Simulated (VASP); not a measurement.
# InP in VASP: a series of runs

The runs below take InP through relaxation of the atoms, with PBE.

All numbers are computed with VASP 6.6.1; they aren't measurements. Logs are shortened: lines on timing, memory, paths and dates and some standing lists are left out, and cuts for length are marked.

**1. The cell of the first run**

Symmetry: F-43m, No. 216, cubic system. The conventional cell has a = 5.829 Å, b = 5.829 Å, c = 5.829 Å, α = 90.00°, β = 90.00°, γ = 90.00°. In (site symmetry -43m) has 4 P at 2.52 Å within 3.3 Å. P (site symmetry -43m) has 4 In at 2.52 Å within 3.3 Å.

**2. Relaxation of the atoms, PBE (volume scaled by 0.98)**

File INCAR:

```
SYSTEM = InP
ALGO = Normal
EDIFF = 1E-7
EDIFFG = -0.02
ENCUT = 520
GGA = PE
IBRION = 2
ISIF = 2
ISMEAR = -1
LASPH = .True.
LCHARG = .False.
LREAL = .False.
LWAVE = .False.
NELM = 100
NSW = 80
PREC = Accurate
SIGMA = 0.02
```

File KPOINTS:

```
k-points
0
Gamma
  13 13 13
  0 0 0
```

File POSCAR:

```
InP
1.0
    0.0000000000      2.9146557824      2.9146557824
    2.9146557824      0.0000000000      2.9146557824
    2.9146557824      2.9146557824      0.0000000000
In P
1 1
Direct
    0.0000000000      0.0000000000      0.0000000000
    0.2500000000      0.2500000000      0.2500000000
```

Potentials or basis: VASP PAW PBE potentials, release 64 (In_d, P).

On the command line:

```bash
> cat potpaw_PBE.64/In_d/POTCAR potpaw_PBE.64/P/POTCAR > POTCAR
> mpirun -np 1 vasp_std > vasp.out
```

OUTCAR:

```text
SYSTEM = InP
   EDIFF = 1E-7
   EDIFFG = -0.02
   ENCUT = 520
   GGA = PE
   IBRION = 2
   ISIF = 2
   ISMEAR = -1
   LASPH = .True.
   LREAL = .False.
   NELM = 100
   NSW = 80
   PREC = Accurate

 ion  position               nearest neighbor table
   1  0.000  0.000  0.000-   2 2.52   2 2.52   2 2.52   2 2.52
   2  0.250  0.250  0.250-   1 2.52   1 2.52   1 2.52   1 2.52

  LATTYP: Found a face centered cubic cell.
 ALAT       =     5.8293115648

  Lattice vectors:

 A1 = (   0.0000000000,   2.9146557824,   2.9146557824)
 A2 = (   2.9146557824,   0.0000000000,   2.9146557824)
 A3 = (   2.9146557824,   2.9146557824,   0.0000000000)

Analysis of symmetry for initial positions (statically):
=====================================================================
 Subroutine PRICEL returns:
 Original cell was already a primitive cell.

 Routine SETGRP: Setting up the symmetry group for a
 face centered cubic supercell.

 Subroutine GETGRP returns: Found 24 space group operations
 (whereof 24 operations were pure point group operations)
 out of a pool of 48 trial point group operations.

The static configuration has the point symmetry T_d .

Analysis of symmetry for dynamics (positions and initial velocities):
=====================================================================
 Subroutine PRICEL returns:
 Original cell was already a primitive cell.

 Routine SETGRP: Setting up the symmetry group for a
 face centered cubic supercell.

 Subroutine GETGRP returns: Found 24 space group operations
 (whereof 24 operations were pure point group operations)
 out of a pool of 48 trial point group operations.

The dynamic configuration has the point symmetry T_d .

 Subroutine INISYM returns: Found 24 space group operations
 (whereof 24 operations are pure point group operations),
 and found     1 'primitive' translations

----------------------------------------------------------------------------------------

                                     Primitive cell

  volume of cell :      49.5213

  direct lattice vectors                    reciprocal lattice vectors
     0.000000000  2.914655782  2.914655782    -0.171546844  0.171546844  0.171546844
     2.914655782  0.000000000  2.914655782     0.171546844 -0.171546844  0.171546844
     2.914655782  2.914655782  0.000000000     0.171546844  0.171546844 -0.171546844

  length of vectors
     4.121945737  4.121945737  4.121945737     0.297127849  0.297127849  0.297127849

  position of ions in fractional coordinates (direct lattice)
     0.000000000  0.000000000  0.000000000
     0.250000000  0.250000000  0.250000000
[... 83 lines left out ...]
   ISIF   =      2    stress and relaxation
   ISYM   =      2    0-nonsym 1-usesym 2-fastsym
   POTIM  = 0.5000    time-step for ionic-motion
   TEBEG  =    0.0;   TEEND  =   0.0 temperature during run
   PSTRESS=    0.0 pullay stress
   NELECT =      18.0000    total number of electrons
   NUPDOWN=      -1.0000    fix difference up-down
   EMIN   =  10.00;   EMAX   =-10.00  energy-range for DOS
   EFERMI =   0.00;   METHOD = LEGACY
   ISMEAR =    -1;   SIGMA  =   0.02  broadening in eV -4-tet -1-fermi 0-gaus
   EFERMI_NEDOS =   21; number of points for ismear=-14 and -15
   IALGO  =     38    algorithm
   IMIX   =      4    mixing-type and parameters
     AMIX     =   0.40;   BMIX     =  1.00
     AMIX_MAG =   1.60;   BMIX_MAG =  1.00
  volume/ion in A,a.u.               =      24.76       167.09
  Fermi-wavevector in a.u.,A,eV,Ry     =   1.168338  2.207838 18.572129  1.365013
  Thomas-Fermi vector in A             =   2.304826
   LORBIT       =      0    0 simple, 1 ext, 2 COOP (PROOUT), +10 PAW based schemes
   GGA     = PE    functional components
   LHFCALC =     F    Hartree Fock is set to
   AEXX    =    0.0000 exact exchange contribution
   IVDW    =     0    specifies the selected vdW correction
   LEPSILON=     F    determine dielectric tensor
   LRPA    =     F    only Hartree local field effects (RPA)
 conjugate gradient relaxation of ions
 non-spin polarized calculation
  energy-cutoff  :      520.00
  volume of cell :       49.52
 maximum number of plane-waves:      1363
   NGX = 15   NGY = 15   NGZ = 15

 number of electron      17.9999999 magnetization

 Free energy of the ion-electron system (eV)
  ---------------------------------------------------
  ext. energy  EPLUGINS =         0.00000000
  ---------------------------------------------------
  free energy    TOTEN  =        -8.36286183 eV

  energy without entropy =       -8.36286183  energy(sigma->0) =       -8.36286183

 E-fermi :   5.7993     XC(G=0):  -9.3556

 val. band max:        5.3677900386   @ k =   0.0000   0.0000   0.0000
 cond. band min:       6.1689950601   @ k =   0.0000   0.0000   0.0000
 fundamental gap:      0.8012050214
 Fermi energy:         5.7992753307

 k-point     1 :       0.0000    0.0000    0.0000
  band No.  band energies     occupation
      1      -8.8504      2.00000
      2      -8.8504      2.00000
      3      -8.8504      2.00000
      4      -8.6899      2.00000
      5      -8.6899      2.00000
      6      -6.2622      2.00000
      7       5.3678      2.00000
      8       5.3678      2.00000
      9       5.3678      2.00000
     10       6.1690      0.00000
     11       9.4597      0.00000
     12       9.4597      0.00000
     13       9.4597      0.00000
[... 354 lines left out ...]
  band No.  band energies     occupation
      1      -8.9809      2.00000
      2      -8.8025      2.00000
      3      -8.7931      2.00000
      4      -8.6955      2.00000
      5      -8.6712      2.00000
      6      -4.5174      2.00000
      7       0.0228      2.00000
      8       3.3904      2.00000
      9       3.9732      2.00000
     10       7.9508      0.00000
     11       9.7265      0.00000
     12      11.0639      0.00000
     13      11.7635      0.00000

 [... further k-points ...]
[... 5 lines left out ...]
  --------------------------------------------------------------------------------------
  -------------------------------------------------------------------------------------
  Total        1.4048006      1.4048006      1.4048006     -0.0000000      0.0000000     -0.0000000
  in kB       45.4499543     45.4499543     45.4499543     -0.0000000      0.0000000     -0.0000000
  external PRESSURE =      45.4499543 kB  Pullay stress =       0.0000000 kB

 VOLUME and BASIS-vectors are now :
 -----------------------------------------------------------------------------
  energy-cutoff  :      520.00
  volume of cell :       49.52
      direct lattice vectors                 reciprocal lattice vectors
     0.000000000  2.914655782  2.914655782    -0.171546844  0.171546844  0.171546844
     2.914655782  0.000000000  2.914655782     0.171546844 -0.171546844  0.171546844
     2.914655782  2.914655782  0.000000000     0.171546844  0.171546844 -0.171546844

 POSITION                                       TOTAL-FORCE (eV/Angst)
 -----------------------------------------------------------------------------------
      0.00000      0.00000      0.00000         0.000000      0.000000      0.000000
      1.45733      1.45733      1.45733        -0.000000     -0.000000     -0.000000
 -----------------------------------------------------------------------------------
    total drift:                               -0.000000     -0.000000      0.000000

  FREE ENERGIE OF THE ION-ELECTRON SYSTEM (eV)
  ---------------------------------------------------
  free  energy   TOTEN  =        -8.3628618324 eV

  energy  without entropy=       -8.3628618324  energy(sigma->0) =       -8.36286183

 reached required accuracy - stopping structural energy minimisation
```

CONTCAR:

```text
InP
   1.00000000000000
     0.0000000000000000    2.9146557824000001    2.9146557824000001
     2.9146557824000001    0.0000000000000000    2.9146557824000001
     2.9146557824000001    2.9146557824000001    0.0000000000000000
  In              P
     1     1
Direct
     0.0000000000000000    0.0000000000000000    0.0000000000000000
     0.2500000000000000    0.2500000000000000    0.2500000000000000

  0.00000000E+00  0.00000000E+00  0.00000000E+00
  0.00000000E+00  0.00000000E+00  0.00000000E+00
```

Run time: 64 s. Hardware: 1 thread of Oxide Virtual Turin-like, shared host; peak memory 0.18 GiB.

What came out:

```yaml
Free_energy: -8.3629 eV
Pressure_after_relaxing: 4.5 GPa
Band_gap_on_the_k_mesh: 0.80 eV, direct
```

Final structure:
```
In P
1.0
     0.00000    2.91466    2.91466
     2.91466    0.00000    2.91466
     2.91466    2.91466    0.00000
In P
1 1
Direct
  0.00000 0.00000 0.00000
  0.25000 0.25000 0.25000
```

Caveat: the relaxation stopped at its first step, so nothing moved; spin-orbit coupling is left out, which moves the levels of the heavy elements.

**3. Relaxation of the atoms, PBE (volume scaled by 1.04)**

File INCAR:

```
SYSTEM = InP
PREC     = Accurate       ! precision mode
ENCUT    = 520            ! plane-wave cutoff, eV
EDIFF    = 1E-6           ! SCF threshold, eV
ISMEAR   = -1             ! smearing method
SIGMA    = 0.02           ! smearing width, eV
LREAL    = .False.        ! projectors in reciprocal space
LASPH    = .True.         ! aspherical terms in the spheres
NELM     = 80             ! most SCF steps
ALGO     = Normal         ! electronic algorithm
ISIF     = 2              ! what is computed and relaxed
LWAVE    = .False.        ! write WAVECAR
LCHARG   = .False.        ! write CHGCAR
GGA      = PE             ! functional
IBRION   = 2              ! ionic algorithm
NSW      = 80             ! ionic steps
EDIFFG   = -0.02          ! ionic threshold
```

File KPOINTS:

```
Automatic mesh
0
Gamma
  13 13 13
  0 0 0
```

File POSCAR:

```
InP
1.0
    0.0000000000      2.9729642966      2.9729642966
    2.9729642966      0.0000000000      2.9729642966
    2.9729642966      2.9729642966      0.0000000000
In P
1 1
Direct
    0.0000000000      0.0000000000      0.0000000000
    0.2500000000      0.2500000000      0.2500000000
```

Potentials or basis: VASP PAW PBE potentials, release 64 (In_d, P).

On the command line:

```bash
> cat potpaw_PBE.64/In_d/POTCAR potpaw_PBE.64/P/POTCAR > POTCAR
> mpirun -np 1 vasp_std > vasp.out
```

It took 69 s on 1 thread of Oxide Virtual Turin-like, shared host; peak memory 0.17 GiB.

Results (log left out):

```yaml
Free_energy: -8.4080 eV
Pressure_after_relaxing: 0.4 GPa
Band_gap_on_the_k_mesh: 0.48 eV, direct
```

Final structure:
```cif
data_structure
_symmetry_space_group_name_H-M 'P 1'
_symmetry_Int_Tables_number 1
_cell_length_a 4.2044
_cell_length_b 4.2044
_cell_length_c 4.2044
_cell_angle_alpha 60.000
_cell_angle_beta 60.000
_cell_angle_gamma 60.000
_cell_volume 52.55
loop_
_atom_site_label
_atom_site_type_symbol
_atom_site_fract_x
_atom_site_fract_y
_atom_site_fract_z
_atom_site_occupancy
In1 In 0.00000 0.00000 0.00000 1
P1 P 0.25000 0.25000 0.25000 1
```

Levels at points of the mesh, in eV from the valence-band top:
```csv
k point,band 5,band 6,band 7,band 8,band 9,band 10,band 11,band 12,band 13
"(0.00, 0.00, 0.00)",-13.97,-11.23,0.00,0.00,0.00,0.48,4.09,4.09,4.09
```

Caveat: the relaxation stopped at its first step, so nothing moved; spin-orbit coupling is left out, which moves the levels of the heavy elements.

**4. Relaxation of the atoms, PBE (volume scaled by 1.06)**

File INCAR:

```
SYSTEM = InP
ALGO     = Normal         ! electronic algorithm
EDIFF    = 1E-6           ! SCF threshold, eV
EDIFFG   = -0.02          ! ionic threshold
ENCUT    = 520            ! plane-wave cutoff, eV
GGA      = PE             ! functional
IBRION   = 2              ! ionic algorithm
ISIF     = 2              ! what is computed and relaxed
ISMEAR   = -1             ! smearing method
LASPH    = .True.         ! aspherical terms in the spheres
LCHARG   = .False.        ! write CHGCAR
LREAL    = .False.        ! projectors in reciprocal space
LWAVE    = .False.        ! write WAVECAR
NELM     = 60             ! most SCF steps
NSW      = 80             ! ionic steps
PREC     = Accurate       ! precision mode
SIGMA    = 0.02           ! smearing width, eV
```

File KPOINTS:

```
k-points
0
Gamma
  13 13 13
  0 0 0
```

File POSCAR:

```
InP
1.0
    0.0000000000      2.9919008855      2.9919008855
    2.9919008855      0.0000000000      2.9919008855
    2.9919008855      2.9919008855      0.0000000000
In P
1 1
Direct
    0.0000000000      0.0000000000      0.0000000000
    0.2500000000      0.2500000000      0.2500000000
```

On the command line:

```bash
> cat potpaw_PBE.64/In_d/POTCAR potpaw_PBE.64/P/POTCAR > POTCAR
> mpirun -np 1 vasp_std > vasp.out
```

It took 50 s on 1 thread of Oxide Virtual Turin-like, shared host; peak memory 0.18 GiB.

Results (log left out):

* Free energy: -8.4070 eV
* Pressure after relaxing: -0.8 GPa
* Band gap on the k mesh: 0.37 eV, direct

Final structure:
```
In P
1.0
     0.00000    2.99190    2.99190
     2.99190    0.00000    2.99190
     2.99190    2.99190    0.00000
In P
1 1
Direct
  0.00000 0.00000 0.00000
  0.25000 0.25000 0.25000
```

Levels at points of the mesh, in eV from the valence-band top:
| k point | band 5 | band 6 | band 7 | band 8 | band 9 | band 10 | band 11 | band 12 | band 13 |
| --- | --- | --- | --- | --- | --- | --- | --- | --- | --- |
| (0.00, 0.00, 0.00) | -13.95 | -11.11 | 0.00 | 0.00 | 0.00 | 0.37 | 4.09 | 4.09 | 4.09 |

Caveat: the relaxation stopped at its first step, so nothing moved; spin-orbit coupling is left out, which moves the levels of the heavy elements.

**5. Relaxation of the atoms, PBE (z stretched by +2 %)**

INCAR: that of step 4 with these lines changed.

```diff
@@ -2,3 +2,3 @@
 ALGO     = Normal         ! electronic algorithm
-EDIFF    = 1E-6           ! SCF threshold, eV
+EDIFF    = 1E-7           ! SCF threshold, eV
 EDIFFG   = -0.02          ! ionic threshold
@@ -13,3 +13,3 @@
 LWAVE    = .False.        ! write WAVECAR
-NELM     = 60             ! most SCF steps
+NELM     = 80             ! most SCF steps
 NSW      = 80             ! ionic steps
```

KPOINTS is that of step 4.

File POSCAR:

```
InP
1.0
    0.0000000000      2.9343500000      2.9930370000
    2.9343500000      0.0000000000      2.9930370000
    2.9343500000      2.9343500000      0.0000000000
In P
1 1
Direct
    0.0000000000      0.0000000000      0.0000000000
    0.2500000000      0.2500000000      0.2500000000
```

On the command line:

```bash
> cat potpaw_PBE.64/In_d/POTCAR potpaw_PBE.64/P/POTCAR > POTCAR
> mpirun -np 1 vasp_std > vasp.out
```

Wall time 3.5 min (1 thread of Oxide Virtual Turin-like, shared host); peak memory 0.24 GiB.

Results (log left out):

```
Free energy             : -8.3998 eV
Pressure after relaxing : 1.6 GPa
Band gap on the k mesh  : 0.55 eV, direct
```

Stress tensor (GPa, compression positive):
```
1.88 0.00 0.00
0.00 1.88 0.00
0.00 0.00 1.05
```

Final structure:
```
In P
1.0
     0.00000    2.93435    2.99304
     2.93435    0.00000    2.99304
     2.93435    2.93435    0.00000
In P
1 1
Direct
  0.00000 0.00000 0.00000
  0.25000 0.25000 0.25000
```

Levels at points of the mesh, in eV from the valence-band top:
```
           k point  band 7  band 8  band 9  band 10  band 11  band 12
(0.00, 0.00, 0.00)   -0.09    0.00    0.00     0.55     4.05     4.05
```

Caveat: the cell differs from its parent crystal (z stretched by +2 %); the relaxation stopped at its first step, so nothing moved; spin-orbit coupling is left out, which moves the levels of the heavy elements.

**6. The runs side by side**

```tsv
cell	gap on the mesh (eV)	pressure (GPa)
atoms relaxed from a = 4.122 Å, angles 60.0°, 2 atoms	0.80	4.5
atoms relaxed from a = 4.204 Å, angles 60.0°, 2 atoms	0.48	0.4
atoms relaxed from a = 4.231 Å, angles 60.0°, 2 atoms	0.37	-0.8
atoms relaxed from a = 4.192, b = 4.192, c = 4.150 Å, angles 60.3, 60.3, 59.3°, 2 atoms	0.55	1.6
```

Alike in all rows: task relaxation of the atoms; level PBE; potentials or basis VASP PAW PBE potentials, release 64 (In_d, P); no spin polarisation; k mesh 13 × 13 × 13; cutoff (eV) 520; smearing fermi-dirac 0.02 eV.

Caveats: the relaxation stopped at its first step, so nothing moved; spin-orbit coupling is left out, which moves the levels of the heavy elements.

Total energies depend on the potentials used, so only differences within one code and one set of settings carry meaning.
